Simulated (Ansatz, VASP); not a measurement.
# CdTe: VASP beside Ansatz

```
Cd Te
1.0
     0.00000    3.27990    3.27990
     3.27990    0.00000    3.27990
     3.27990    3.27990    0.00000
Cd Te
1 1
Direct
  0.00000 0.00000 0.00000
  0.25000 0.25000 0.25000
```

Alike in both runs: task single point; functional PBEsol; k mesh 3 × 3 × 3; no spin polarisation.

```csv
,VASP,Ansatz
version,VASP 6.6.1,Ansatz 0.2.0
potentials or method,"VASP PAW PBE potentials, release 64 (Cd, Te)",plane waves
plane-wave cutoff (eV),500,420
occupations,"gaussian, width 0.01 eV",fixed
valence electrons in the cell,18,36
```

Ansatz gave:

```
gap on the k mesh at the Fermi level (eV) : 0.51
pressure (GPa)                            : -0.4
```

**Question.** What did VASP give for the same quantities?

**Answer.** gap on the k mesh at the Fermi level (eV): 0.51; pressure (GPa): -0.3.

VASP's potentials were made for PBE, not for PBEsol. VASP's potentials hold 18 valence electrons a cell and Ansatz's 36, so a difference there can come from the potentials and not from the codes.

The k mesh is coarse, so the values compare programs but aren't converged. Neither program's run includes spin-orbit coupling.
